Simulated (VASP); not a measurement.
# Si2W (I4/mmm) in VASP: a series of runs

Si2W is run at these levels: PBE; tasks: single point, relaxation of shape and atoms at fixed volume.

Program: VASP 6.6.1. These are calculated values, not measurements. Logs are shortened: lines on timing, memory, paths and dates and some standing lists are left out, and cuts for length are marked.

### 1 The cell of the first run

The structure is tetragonal, space group I4/mmm (No. 139). The conventional cell has a = 3.214 Å, b = 3.214 Å, c = 7.830 Å, α = 90.00°, β = 90.00°, γ = 90.00°. Si (site symmetry 4mm) has 9 Si at 2.59 to 3.21 Å and 5 W at 2.62 Å within 3.4 Å. Within 3.4 Å of W (site symmetry 4/mmm) lie 10 Si at 2.62 Å and 4 W at 3.21 Å.

### 2 Single point, PBE

Input file INCAR:

```
PREC = Accurate
ENCUT = 520
EDIFF = 1E-6
ISMEAR = 0
SIGMA = 0.1
LREAL = F
LASPH = T
NELM = 60
ALGO = Normal
ISIF = 2
LWAVE = F
LCHARG = F
GGA = PE
NBANDS = 18
```

Input file KPOINTS:

```
Automatic mesh
0
Gamma
  8 8 8
```

Input file POSCAR:

```
Si2W
1.0
   -1.6069000000      1.6069000000      3.9149500000
    1.6069000000     -1.6069000000      3.9149500000
    1.6069000000      1.6069000000     -3.9149500000
Si W
2 1
Direct
    0.3347000000      0.3347000000      0.0000000000
    0.6653000000      0.6653000000      0.0000000000
    0.0000000000      0.0000000000      0.0000000000
```

Potentials or basis: VASP PAW PBE potentials, release 64 (Si, W_sv).

Run with:

```console
> cat potpaw_PBE.64/Si/POTCAR potpaw_PBE.64/W_sv/POTCAR > POTCAR
> mpirun -np 1 vasp_std > vasp.out
```

OUTCAR:

```text
PREC = Accurate
   ENCUT = 520
   EDIFF = 1E-6
   ISMEAR = 0
   LREAL = F
   LASPH = T
   NELM = 60
   ISIF = 2
   GGA = PE

 ion  position               nearest neighbor table
   1  0.335  0.335  0.000-   2 2.59   3 2.62   3 2.62   3 2.62   3 2.62   3 2.62   2 2.63   2 2.63
                             2 2.63   2 2.63
   2  0.665  0.665  0.000-   1 2.59   3 2.62   3 2.62   3 2.62   3 2.62   3 2.62   1 2.63   1 2.63
                             1 2.63   1 2.63
   3  0.000  0.000  0.000-   2 2.62   2 2.62   2 2.62   1 2.62   2 2.62   1 2.62   1 2.62   1 2.62
                             1 2.62   2 2.62

  LATTYP: Found a body centered tetragonal cell.
 ALAT       =     3.2138000000
 C/A-ratio  =     2.4363370465

  Lattice vectors:

 A1 = (  -1.6069000000,   1.6069000000,   3.9149500000)
 A2 = (   1.6069000000,  -1.6069000000,   3.9149500000)
 A3 = (   1.6069000000,   1.6069000000,  -3.9149500000)

Analysis of symmetry for initial positions (statically):
=====================================================================
 Subroutine PRICEL returns:
 Original cell was already a primitive cell.

 Routine SETGRP: Setting up the symmetry group for a
 body centered tetragonal supercell.

 Subroutine GETGRP returns: Found 16 space group operations
 (whereof 16 operations were pure point group operations)
 out of a pool of 16 trial point group operations.

The static configuration has the point symmetry D_4h.

Analysis of symmetry for dynamics (positions and initial velocities):
=====================================================================
 Subroutine PRICEL returns:
 Original cell was already a primitive cell.

 Routine SETGRP: Setting up the symmetry group for a
 body centered tetragonal supercell.

 Subroutine GETGRP returns: Found 16 space group operations
 (whereof 16 operations were pure point group operations)
 out of a pool of 16 trial point group operations.

The dynamic configuration has the point symmetry D_4h.

 Subroutine INISYM returns: Found 16 space group operations
 (whereof 16 operations are pure point group operations),
 and found     1 'primitive' translations

----------------------------------------------------------------------------------------

                                     Primitive cell

  volume of cell :      40.4356

[... 83 lines left out ...]
   ICHARG =      2    charge: 1-file 2-atom 10-const
   ISPIN  =      1    spin polarized calculation?
   LNONCOLLINEAR =      F non collinear calculations
   LSORBIT =      F    spin-orbit coupling
   LASPH  =      T    aspherical Exc in radial PAW
   ENCUT  =  520.0 eV  38.22 Ry    6.18 a.u.   8.42  8.42  8.42*2*pi/ulx,y,z
   NELM   =     60;   NELMIN=  2; NELMDL= -5     # of ELM steps
   EDIFF  = 0.1E-05   stopping-criterion for ELM
   LREAL  =      F    real-space projection
   EDIFFG = 0.1E-04   stopping-criterion for IOM
   NSW    =      0    number of steps for IOM
   IBRION =     -1    ionic relax: 0-MD 1-quasi-New 2-CG
   NFREE  =      0    steps in history (QN), initial steepest desc. (CG)
   ISIF   =      2    stress and relaxation
   ISYM   =      2    0-nonsym 1-usesym 2-fastsym
   POTIM  = 0.5000    time-step for ionic-motion
   TEBEG  =    0.0;   TEEND  =   0.0 temperature during run
   PSTRESS=    0.0 pullay stress
   NELECT =      22.0000    total number of electrons
   NUPDOWN=      -1.0000    fix difference up-down
   EMIN   =  10.00;   EMAX   =-10.00  energy-range for DOS
   EFERMI =   0.00;   METHOD = LEGACY
   ISMEAR =     0;   SIGMA  =   0.10  broadening in eV -4-tet -1-fermi 0-gaus
   EFERMI_NEDOS =   21; number of points for ismear=-14 and -15
   IALGO  =     38    algorithm
   IMIX   =      4    mixing-type and parameters
     AMIX     =   0.40;   BMIX     =  1.00
     AMIX_MAG =   1.60;   BMIX_MAG =  1.00
  volume/ion in A,a.u.               =      13.48        90.96
  Fermi-wavevector in a.u.,A,eV,Ry     =   1.336476  2.525573 24.302284  1.786167
  Thomas-Fermi vector in A             =   2.465099
   LORBIT       =      0    0 simple, 1 ext, 2 COOP (PROOUT), +10 PAW based schemes
   GGA     = PE    functional components
   LHFCALC =     F    Hartree Fock is set to
   AEXX    =    0.0000 exact exchange contribution
   IVDW    =     0    specifies the selected vdW correction
   LEPSILON=     F    determine dielectric tensor
   LRPA    =     F    only Hartree local field effects (RPA)
 non-spin polarized calculation
 Gauss-broadening in eV      SIGMA  =   0.10
  energy-cutoff  :      520.00
  volume of cell :       40.44
 maximum number of plane-waves:      1108
 NGX is ok and might be reduce to    36
   NGX = 17   NGY = 17   NGZ = 17

 number of electron      21.9999999 magnetization

 Free energy of the ion-electron system (eV)
  ---------------------------------------------------
  ext. energy  EPLUGINS =         0.00000000
  ---------------------------------------------------
  free energy    TOTEN  =       -24.80990318 eV

  energy without entropy =      -24.80848831  energy(sigma->0) =      -24.80919575

 E-fermi :  11.8501     XC(G=0): -12.5283

 val. band max:       11.7351740024   @ k =  -0.2500  -0.3750   0.2500
 cond. band min:      11.8741258375   @ k =  -0.3750   0.5000   0.3750
 fundamental gap:      0.1389518351
 Fermi energy:        11.8500725686

 k-point     1 :       0.0000    0.0000    0.0000
  band No.  band energies     occupation
      1     -61.8835      2.00000
      2     -26.1502      2.00000
      3     -26.1225      2.00000
      4     -26.1225      2.00000
      5      -2.1190      2.00000
      6       5.1073      2.00000
[... 481 lines left out ...]
      5       2.3046      2.00000
      6       2.8095      2.00000
[... 10 lines left out ...]
     17      18.9180      0.00000
     18      20.3968      0.00000

 [... further k-points ...]
[... 5 lines left out ...]
  --------------------------------------------------------------------------------------
  -------------------------------------------------------------------------------------
  Total        0.8474918      0.8474918      0.8366825      0.0000000     -0.0000000      0.0000000
  in kB       33.5801149     33.5801149     33.1518192      0.0000000     -0.0000000      0.0000000
  external PRESSURE =      33.4373497 kB  Pullay stress =       0.0000000 kB

 VOLUME and BASIS-vectors are now :
 -----------------------------------------------------------------------------
  energy-cutoff  :      520.00
  volume of cell :       40.44
      direct lattice vectors                 reciprocal lattice vectors
    -1.606900000  1.606900000  3.914950000     0.000000000  0.311158131  0.127715552
     1.606900000 -1.606900000  3.914950000     0.311158131  0.000000000  0.127715552
     1.606900000  1.606900000 -3.914950000     0.311158131  0.311158131  0.000000000

 POSITION                                       TOTAL-FORCE (eV/Angst)
 -----------------------------------------------------------------------------------
      0.00000      0.00000      2.62067        -0.000000     -0.000000     -0.024961
      0.00000      0.00000      5.20923         0.000000      0.000000      0.024961
      0.00000      0.00000      0.00000        -0.000000     -0.000000     -0.000000
 -----------------------------------------------------------------------------------
    total drift:                               -0.000000     -0.000000      0.000000

  FREE ENERGIE OF THE ION-ELECTRON SYSTEM (eV)
  ---------------------------------------------------
  free  energy   TOTEN  =       -24.8099031834 eV

  energy  without entropy=      -24.8084883140  energy(sigma->0) =      -24.80919575
```

Wall time 67 s (1 thread of Intel Xeon Platinum 8259CL at 2.50GHz (Skylake/Cascade Lake), shared host); peak memory 0.22 GiB.

Results:

| Item | Value |
| --- | --- |
| Free energy | -24.8099 eV |
| Pressure | 3.3 GPa |
| Largest force | 0.025 eV/Å |
| Band gap on the k mesh | zero (band 11 reaches 12.67 eV, above the bottom of band 12 at 11.47 eV) |

Forces in eV/Å, atoms in the order of the input:
```
Si   0.000  0.000 -0.025
Si   0.000  0.000  0.025
W    0.000  0.000  0.000
```

Caveat: spin-orbit coupling is left out, which moves the levels of the heavy elements.

### 3 Relaxation of shape and atoms at fixed volume, PBE (volume scaled by 0.94)

Input file INCAR:

```
SYSTEM = Si2W
PREC     = Accurate       ! precision mode
ENCUT    = 600            ! plane-wave cutoff, eV
EDIFF    = 1E-6           ! SCF threshold, eV
ISMEAR   = 0              ! smearing method
SIGMA    = 0.1            ! smearing width, eV
LREAL    = .False.        ! projectors in reciprocal space
LASPH    = .True.         ! aspherical terms in the spheres
NELM     = 80             ! most SCF steps
ALGO     = Normal         ! electronic algorithm
ISIF     = 4              ! what is computed and relaxed
LWAVE    = .False.        ! write WAVECAR
LCHARG   = .False.        ! write CHGCAR
GGA      = PE             ! functional
IBRION   = 2              ! ionic algorithm
NSW      = 50             ! ionic steps
EDIFFG   = -0.01          ! ionic threshold
```

Input file KPOINTS:

```
regular mesh
0
Gamma
  18 18 18
  0 0 0
```

Input file POSCAR:

```
Si2W
1.0
   -1.5803047792      1.5803047792      3.8594275443
    1.5803047792     -1.5803047792      3.8594275443
    1.5803047792      1.5803047792     -3.8594275443
Si W
2 1
Direct
    0.3341170875      0.3341170875      0.0000000000
    0.6658829125      0.6658829125      0.0000000000
    0.0000000000      0.0000000000      0.0000000000
```

Potentials or basis: VASP PAW PBE potentials, release 64 (Si, W_sv).

Run with:

```console
> cat potpaw_PBE.64/Si/POTCAR potpaw_PBE.64/W_sv/POTCAR > POTCAR
> mpirun -np 1 vasp_std > vasp.out
```

Run time: 19 min. Hardware: 1 thread of Oxide Virtual Turin-like, shared host; peak memory 0.45 GiB.

Results (log left out):

| Property | Result |
| --- | --- |
| Free energy | -24.7016 eV |
| Energy gained by relaxing | 0.2 meV/atom |
| Ionic steps | 4 |
| Pressure after relaxing | 15.6 GPa |
| Largest force after relaxing | 0.008 eV/Å |
| Band gap on the k mesh | zero (band 11 reaches 13.51 eV, above the bottom of band 12 at 12.10 eV) |

Forces in eV/Å, atoms in the order of the input:
```
Si   0.000  0.000  0.008
Si   0.000  0.000 -0.008
W    0.000  0.000  0.000
```

Stress tensor (GPa, compression positive):
```
15.54  0.00  0.00
 0.00 15.54  0.00
 0.00  0.00 15.67
```

Step by step:
| step | energy change (eV) | largest force (eV/Å) | pressure (GPa) | volume (Å³) |
| --- | --- | --- | --- | --- |
| 1 | 0.0000 | 0.0958 | 15.70 | 38.55 |
| 2 | -0.0004 | 0.0101 | 15.53 | 38.55 |
| 3 | -0.0005 | 0.0180 | 15.59 | 38.55 |
| 4 | -0.0005 | 0.0082 | 15.58 | 38.55 |

Final structure:
```cif
data_structure
_symmetry_space_group_name_H-M 'P 1'
_symmetry_Int_Tables_number 1
_cell_length_a 4.4630
_cell_length_b 4.4630
_cell_length_c 4.4630
_cell_angle_alpha 138.550
_cell_angle_beta 138.550
_cell_angle_gamma 60.062
_cell_volume 38.55
loop_
_atom_site_label
_atom_site_type_symbol
_atom_site_fract_x
_atom_site_fract_y
_atom_site_fract_z
_atom_site_occupancy
Si1 Si 0.33354 0.33354 0.00000 1
Si2 Si 0.66646 0.66646 0.00000 1
W1 W 0.00000 0.00000 0.00000 1
```

Levels at points of the mesh, in eV from the Fermi level:
| k point | band 8 | band 9 | band 10 | band 11 | band 12 | band 13 | band 14 | band 15 |
| --- | --- | --- | --- | --- | --- | --- | --- | --- |
| (0.00, 0.00, 0.00) | -3.55 | -2.99 | -2.99 | 0.70 | 2.70 | 3.03 | 3.29 | 3.29 |
| (0.50, 0.00, 0.00) | -5.01 | -2.96 | -2.89 | -0.49 | 2.84 | 2.95 | 4.06 | 4.78 |
| (0.50, 0.50, 0.00) | -5.52 | -5.24 | -3.48 | -1.73 | 2.90 | 3.23 | 3.39 | 4.00 |
| (0.50, 0.50, 0.50) | -2.77 | -0.85 | -0.85 | -0.53 | -0.53 | 0.89 | 4.60 | 5.47 |

Caveat: the cell differs from its parent crystal (volume scaled by 0.94); spin-orbit coupling is left out, which moves the levels of the heavy elements.
